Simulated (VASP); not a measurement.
# V2O3 (R-3c) in VASP: further runs

Runs on V2O3. Level: PBE+U. Tasks: single point.

All numbers are computed with VASP 6.6.1; they aren't measurements. Logs are shortened: lines on timing, memory, paths and dates and some standing lists are left out, and cuts for length are marked.

## Step 1: The cell of the first run

It takes space group R-3c (No. 167, trigonal). The conventional cell has a = 4.952 Å, b = 4.952 Å, c = 14.002 Å, α = 90.00°, β = 90.00°, γ = 120.00°. V (site symmetry 3) has 6 O at 1.96 to 2.06 Å and 1 V at 2.70 Å within 2.7 Å. Within 3.0 Å of O (site symmetry 2) lie 4 V at 1.96 to 2.06 Å and 12 O at 2.70 to 2.94 Å.

## Step 2: Single point, PBE+U, collinear spin, antiferromagnetic start

INCAR

```
SYSTEM = V2O3
PREC = Accurate ; ENCUT = 600
EDIFF = 1E-6 ; ISMEAR = 1
SIGMA = 0.3 ; LREAL = .FALSE.
LASPH = .TRUE. ; NELM = 200
ALGO = Normal ; ISIF = 2
LWAVE = .FALSE. ; LCHARG = .FALSE.
ISPIN = 2 ; MAGMOM = 2 -2 -2 2 0 0 0 0 0 0
LORBIT = 11 ; LMAXMIX = 4
LDAU = .TRUE. ; LDAUTYPE = 2
LDAUL = 2 -1 ; LDAUU = 6.5 0
LDAUJ = 0 0 ; LDAUPRINT = 1
GGA = PE ; NBANDS = 59
GGA_COMPAT = .FALSE.
```

KPOINTS

```
Automatic mesh
0
G
  4 4 4
  0 0 0
```

POSCAR

```
V2O3
1.0
    2.4760004800      1.4295195400      4.6673300000
   -2.4760004800      1.4295195400      4.6673300000
    0.0000000000     -2.8590390800      4.6673300000
V O
4 6
Direct
    0.8463000000      0.8463000000      0.8463000000
    0.6537000000      0.6537000000      0.6537000000
    0.1537000000      0.1537000000      0.1537000000
    0.3463000000      0.3463000000      0.3463000000
    0.0650000000      0.4350000000      0.7500000000
    0.7500000000      0.0650000000      0.4350000000
    0.4350000000      0.7500000000      0.0650000000
    0.9350000000      0.5650000000      0.2500000000
    0.2500000000      0.9350000000      0.5650000000
    0.5650000000      0.2500000000      0.9350000000
```

Potentials or basis: VASP PAW PBE potentials, release 64 (V_sv, O).

Started as:

```
cat potpaw_PBE.64/V_sv/POTCAR potpaw_PBE.64/O/POTCAR > POTCAR
mpirun -np 1 vasp_std > vasp.out
```

OUTCAR:

```text
SYSTEM = V2O3
   PREC = Accurate
   ENCUT = 600
   EDIFF = 1E-6
   ISMEAR = 1
   LREAL = .FALSE.
   LASPH = .TRUE.
   NELM = 200
   ISIF = 2
   ISPIN = 2
   LORBIT = 11
   GGA = PE

 ion  position               nearest neighbor table
   1  0.846  0.846  0.846-   9 1.96   8 1.96  10 1.96   6 2.06   7 2.06   5 2.06   2 2.70   3 2.88
                             3 2.88   3 2.88
   2  0.654  0.654  0.654-  10 1.96   8 1.96   9 1.96   7 2.06   6 2.06   5 2.06   1 2.70   4 2.88
                             4 2.88   4 2.88
   3  0.154  0.154  0.154-   6 1.96   5 1.96   7 1.96   9 2.06  10 2.06   8 2.06   4 2.70   1 2.88
                             1 2.88   1 2.88
   4  0.346  0.346  0.346-   7 1.96   5 1.96   6 1.96  10 2.06   9 2.06   8 2.06   3 2.70   2 2.88
                             2 2.88   2 2.88
   5  0.065  0.435  0.750-   3 1.96   4 1.96   1 2.06   2 2.06
   6  0.750  0.065  0.435-   3 1.96   4 1.96   1 2.06   2 2.06
   7  0.435  0.750  0.065-   4 1.96   3 1.96   2 2.06   1 2.06
   8  0.935  0.565  0.250-   1 1.96   2 1.96   3 2.06   4 2.06
   9  0.250  0.935  0.565-   1 1.96   2 1.96   3 2.06   4 2.06
  10  0.565  0.250  0.935-   2 1.96   1 1.96   4 2.06   3 2.06

  LATTYP: Found a trigonal (rhomboedric) cell.
 ALAT       =     5.4733969179
 COS(alpha) =     0.5907227939

  Lattice vectors:

 A1 = (   2.4760004800,   1.4295195400,   4.6673300000)
 A2 = (  -2.4760004800,   1.4295195400,   4.6673300000)
 A3 = (   0.0000000000,  -2.8590390800,   4.6673300000)

Analysis of symmetry for initial positions (statically):
=====================================================================
 Subroutine PRICEL returns:
 Original cell was already a primitive cell.

 Routine SETGRP: Setting up the symmetry group for a
 trigonal (rhombohedral) supercell.

 Subroutine GETGRP returns: Found 12 space group operations
 (whereof  6 operations were pure point group operations)
 out of a pool of 12 trial point group operations.

The static configuration has the point symmetry S_6 .
 The point group associated with its full space group is D_3d.

Analysis of symmetry for dynamics (positions and initial velocities):
=====================================================================
 Subroutine PRICEL returns:
 Original cell was already a primitive cell.

 Routine SETGRP: Setting up the symmetry group for a
 trigonal (rhombohedral) supercell.

 Subroutine GETGRP returns: Found 12 space group operations
 (whereof  6 operations were pure point group operations)
 out of a pool of 12 trial point group operations.

The dynamic configuration has the point symmetry S_6 .
 The point group associated with its full space group is D_3d.

Analysis of structural, dynamic, and magnetic symmetry:
=====================================================================
 Subroutine PRICEL returns:
 Original cell was already a primitive cell.

 Routine SETGRP: Setting up the symmetry group for a
 trigonal (rhombohedral) supercell.

 Subroutine GETGRP returns: Found 12 space group operations
 (whereof  6 operations were pure point group operations)
 out of a pool of 12 trial point group operations.

The overall configuration has the point symmetry S_6 .
 The point group associated with its full space group is D_3d.

 Subroutine INISYM returns: Found 12 space group operations
 (whereof  6 operations are pure point group operations),
 and found     1 'primitive' translations

----------------------------------------------------------------------------------------

                                     Primitive cell

  volume of cell :      99.1198

  direct lattice vectors                    reciprocal lattice vectors
     2.476000480  1.429519540  4.667330000     0.201938572  0.116589289  0.071418420
    -2.476000480  1.429519540  4.667330000    -0.201938572  0.116589289  0.071418420
     0.000000000 -2.859039080  4.667330000     0.000000000 -0.233178578  0.071418420

  length of vectors
     5.473396918  5.473396918  5.473396915     0.243870539  0.243870539  0.243870539

  position of ions in fractional coordinates (direct lattice)
     0.846300000  0.846300000  0.846300000
     0.653700000  0.653700000  0.653700000
     0.153700000  0.153700000  0.153700000
     0.346300000  0.346300000  0.346300000
     0.065000000  0.435000000  0.750000000
     0.750000000  0.065000000  0.435000000
     0.435000000  0.750000000  0.065000000
     0.935000000  0.565000000  0.250000000
     0.250000000  0.935000000  0.565000000
     0.565000000  0.250000000  0.935000000

  ion indices of the primitive-cell ions
   primitive index   ion index
                 1           1
                 2           2
[... 76 lines left out ...]
   POTIM  = 0.5000    time-step for ionic-motion
   TEBEG  =    0.0;   TEEND  =   0.0 temperature during run
   PSTRESS=    0.0 pullay stress
   NELECT =      88.0000    total number of electrons
   NUPDOWN=      -1.0000    fix difference up-down
   EMIN   =  10.00;   EMAX   =-10.00  energy-range for DOS
   EFERMI =   0.00;   METHOD = LEGACY
   ISMEAR =     1;   SIGMA  =   0.30  broadening in eV -4-tet -1-fermi 0-gaus
   EFERMI_NEDOS =   21; number of points for ismear=-14 and -15
   IALGO  =     38    algorithm
   IMIX   =      4    mixing-type and parameters
     AMIX     =   0.40;   BMIX     =  1.00
     AMIX_MAG =   1.60;   BMIX_MAG =  1.00
  volume/ion in A,a.u.               =       9.91        66.89
  Fermi-wavevector in a.u.,A,eV,Ry     =   1.573435  2.973361 33.683921  2.475698
  Thomas-Fermi vector in A             =   2.674720
   LORBIT       =     11    0 simple, 1 ext, 2 COOP (PROOUT), +10 PAW based schemes
 LDA+U is selected, type is set to LDAUTYPE =  2
   angular momentum for each species LDAUL =     2   -1
   U (eV)           for each species LDAUU =   6.5  0.0
   J (eV)           for each species LDAUJ =   0.0  0.0
   GGA     = PE    functional components
   LHFCALC =     F    Hartree Fock is set to
   AEXX    =    0.0000 exact exchange contribution
   IVDW    =     0    specifies the selected vdW correction
   LEPSILON=     F    determine dielectric tensor
   LRPA    =     F    only Hartree local field effects (RPA)
 spin polarized calculation
 Methfessel and Paxton  Order N= 1 SIGMA  =   0.30
  energy-cutoff  :      600.00
  volume of cell :       99.12
 maximum number of plane-waves:      3328
 NGX is ok and might be reduce to    48
   NGX = 21   NGY = 21   NGZ = 21

 number of electron      87.9999994 magnetization      -0.0000000

atom =   1  type =  1  l = 2

 onsite density matrix

spin component  1
[... 116 lines left out ...]
  o =  0.0392  v =  0.0000  0.0000  0.0000  0.0000  0.0000  0.8151  0.5712  0.0000 -0.0000  0.0963      0.0000  0.0000  0.0000  0.0000  0.0000  0.0000  0.0000  0.0000  0.0000  0.0000
  o =  0.0392  v =  0.0000  0.0000  0.0000  0.0000  0.0000 -0.0963 -0.0000  0.0000 -0.5712  0.8151      0.0000  0.0000  0.0000  0.0000  0.0000  0.0000  0.0000  0.0000  0.0000  0.0000
  o =  0.0630  v =  0.0000  0.0000  0.0000  0.0000  0.0000 -0.0000  0.0000 -1.0000 -0.0000  0.0000      0.0000  0.0000  0.0000  0.0000  0.0000  0.0000  0.0000  0.0000  0.0000  0.0000
  o =  0.0756  v =  0.0000  0.0000 -1.0000 -0.0000 -0.0000  0.0000  0.0000  0.0000  0.0000  0.0000      0.0000  0.0000  0.0000  0.0000  0.0000  0.0000  0.0000  0.0000  0.0000  0.0000
  o =  0.1838  v =  0.0000  0.0000  0.0000  0.0000  0.0000 -0.5673  0.8208  0.0000  0.0000 -0.0670      0.0000  0.0000  0.0000  0.0000  0.0000  0.0000  0.0000  0.0000  0.0000  0.0000
  o =  0.1838  v =  0.0000  0.0000  0.0000  0.0000  0.0000  0.0670  0.0000  0.0000 -0.8208 -0.5673      0.0000  0.0000  0.0000  0.0000  0.0000  0.0000  0.0000  0.0000  0.0000  0.0000
  o =  0.2159  v = -0.6694  0.7360  0.0000  0.0000 -0.1014  0.0000  0.0000  0.0000  0.0000  0.0000      0.0000  0.0000  0.0000  0.0000  0.0000  0.0000  0.0000  0.0000  0.0000  0.0000
  o =  0.2159  v =  0.1014  0.0000  0.0000 -0.7360 -0.6694  0.0000  0.0000  0.0000  0.0000  0.0000      0.0000  0.0000  0.0000  0.0000  0.0000  0.0000  0.0000  0.0000  0.0000  0.0000
  o =  0.9393  v = -0.7277 -0.6770  0.0000 -0.0000 -0.1102  0.0000  0.0000  0.0000  0.0000  0.0000      0.0000  0.0000  0.0000  0.0000  0.0000  0.0000  0.0000  0.0000  0.0000  0.0000
  o =  0.9393  v =  0.1102 -0.0000  0.0000  0.6770 -0.7277  0.0000  0.0000  0.0000  0.0000  0.0000      0.0000  0.0000  0.0000  0.0000  0.0000  0.0000  0.0000  0.0000  0.0000  0.0000

 number of electron      87.9999994 magnetization       0.0000000

 Free energy of the ion-electron system (eV)
  ---------------------------------------------------
  ext. energy  EPLUGINS =         0.00000000
  ---------------------------------------------------
  free energy    TOTEN  =       -72.63386012 eV

  energy without entropy =      -72.66969144  energy(sigma->0) =      -72.64580389

 E-fermi :   6.2335     XC(G=0): -12.0018

 val. band max:        6.1249848939   @ k =   0.2500   0.0000   0.0000
 cond. band min:       9.0976293062   @ k =   0.0000   0.0000   0.0000
 fundamental gap:      2.9726444122
 Fermi energy:         6.2334584875

 spin component 1

 k-point     1 :       0.0000    0.0000    0.0000
  band No.  band energies     occupation
      1     -58.2102      1.00000
      2     -58.2059      1.00000
      3     -56.3132      1.00000
      4     -56.3098      1.00000
      5     -32.3044      1.00000
      6     -32.2572      1.00000
[... 756 lines left out ...]
     55      12.8027      0.00000
     56      12.8027      0.00000
 Fermi energy:         6.2334584875

 spin component 2

 k-point     1 :       0.0000    0.0000    0.0000
  band No.  band energies     occupation
      1     -58.2102      1.00000
      2     -58.2059      1.00000
      3     -56.3132      1.00000
      4     -56.3098      1.00000
      5     -32.3044      1.00000
      6     -32.2572      1.00000
[... 756 lines left out ...]
     55      12.8027      0.00000
     56      12.8027      0.00000
 [bands above 56 left out]

------------------------ aborting loop because EDIFF is reached ----------------------------------------

  FORCE on cell =-STRESS in cart. coord.  units (eV):
  Direction    XX          YY          ZZ          XY          YZ          ZX
  --------------------------------------------------------------------------------------
  -------------------------------------------------------------------------------------
  Total       17.2515562     17.2515561     17.5868559      0.0000000      0.0000000      0.0000000
  in kB      278.8549000    278.8548986    284.2746988      0.0000000      0.0000000      0.0000000
  external PRESSURE =     280.6614991 kB  Pullay stress =       0.0000000 kB

 VOLUME and BASIS-vectors are now :
 -----------------------------------------------------------------------------
  energy-cutoff  :      600.00
  volume of cell :       99.12
      direct lattice vectors                 reciprocal lattice vectors
     2.476000480  1.429519540  4.667330000     0.201938572  0.116589289  0.071418420
    -2.476000480  1.429519540  4.667330000    -0.201938572  0.116589289  0.071418420
     0.000000000 -2.859039080  4.667330000     0.000000000 -0.233178578  0.071418420

 POSITION                                       TOTAL-FORCE (eV/Angst)
 -----------------------------------------------------------------------------------
      0.00000      0.00000     11.84988        -0.000000     -0.000000      0.898304
      0.00000      0.00000      9.15310        -0.000000     -0.000000     -0.898304
      0.00000      0.00000      2.15211        -0.000000     -0.000000     -0.898304
      0.00000      0.00000      4.84889        -0.000000     -0.000000      0.898304
     -0.91612     -1.42952      5.83416        -0.634058     -0.000000     -0.000000
      1.69606     -0.07862      5.83416         0.317029     -0.549110     -0.000000
     -0.77994      1.50814      5.83416         0.317029      0.549110     -0.000000
      0.91612      1.42952      8.16783         0.634058     -0.000000     -0.000000
     -1.69606      0.07862      8.16783        -0.317029      0.549110     -0.000000
      0.77994     -1.50814      8.16783        -0.317029     -0.549110     -0.000000
 -----------------------------------------------------------------------------------
    total drift:                               -0.000000     -0.000000      0.000000

  FREE ENERGIE OF THE ION-ELECTRON SYSTEM (eV)
  ---------------------------------------------------
  free  energy   TOTEN  =       -72.6338601160 eV

  energy  without entropy=      -72.6696914400  energy(sigma->0) =      -72.64580389

 total charge

# of ion       s       p       d       tot
------------------------------------------
    1        2.250   6.273   2.867  11.390
    2        2.250   6.273   2.867  11.390
    3        2.250   6.273   2.867  11.390
    4        2.250   6.273   2.867  11.390
    5        1.554   3.576   0.000   5.130
    6        1.554   3.576   0.000   5.130
    7        1.554   3.576   0.000   5.130
    8        1.554   3.576   0.000   5.130
    9        1.554   3.576   0.000   5.130
   10        1.554   3.576   0.000   5.130
--------------------------------------------------
tot         18.323  46.550  11.467  76.340

 magnetization (x)

# of ion       s       p       d       tot
------------------------------------------
    1        0.015   0.018   1.871   1.903
    2       -0.015  -0.018  -1.871  -1.903
    3       -0.015  -0.018  -1.871  -1.903
    4        0.015   0.018   1.871   1.903
    5        0.000   0.000   0.000   0.000
    6        0.000   0.000   0.000   0.000
    7        0.000   0.000   0.000   0.000
    8        0.000   0.000   0.000   0.000
    9        0.000   0.000   0.000   0.000
   10        0.000   0.000   0.000   0.000
--------------------------------------------------
tot          0.000   0.000   0.000   0.000
```

Wall time 4.6 min (1 thread of Intel Xeon Platinum 8124M at 3.00GHz (Skylake/Cascade Lake), shared host); peak memory 0.46 GiB.

Results:

```yaml
Free_energy: -72.6339 eV
Pressure: 28.1 GPa
Largest_force: 0.898 eV/Å
Band_gap_on_the_k_mesh: 2.97 eV (least direct gap 3.04 eV)
Net_moment: 0.00 μB per cell
Site_moments: V +1.90, -1.90 (each value once); O +0.00 μB
Valence_electrons_inside_the_program's_atomic_spheres: V 11.39; O 5.13
```

Forces in eV/Å, atoms in the order of the input:
```
V    0.000  0.000  0.898
V    0.000  0.000 -0.898
V    0.000  0.000 -0.898
V    0.000  0.000  0.898
O   -0.634  0.000  0.000
O    0.317 -0.549  0.000
O    0.317  0.549  0.000
O    0.634  0.000  0.000
O   -0.317  0.549  0.000
O   -0.317 -0.549  0.000
```

Eigenvalues of the final occupation matrices:
| site | spin | trace | eigenvalues |
| --- | --- | --- | --- |
| site 1 d | 1 | 2.39 | 0.08 0.22 0.22 0.94 0.94 |
| site 1 d | 2 | 0.51 | 0.04 0.04 0.06 0.18 0.18 |
| site 2 d | 1 | 0.51 | 0.04 0.04 0.06 0.18 0.18 |
| site 2 d | 2 | 2.39 | 0.08 0.22 0.22 0.94 0.94 |
| site 3 d | 1 | 0.51 | 0.04 0.04 0.06 0.18 0.18 |
| site 3 d | 2 | 2.39 | 0.08 0.22 0.22 0.94 0.94 |
| site 4 d | 1 | 2.39 | 0.08 0.22 0.22 0.94 0.94 |
| site 4 d | 2 | 0.51 | 0.04 0.04 0.06 0.18 0.18 |

Caveat: the cell stands under pressure. A k mesh can miss the band edges.

(Part 1 of 2 ends here.)
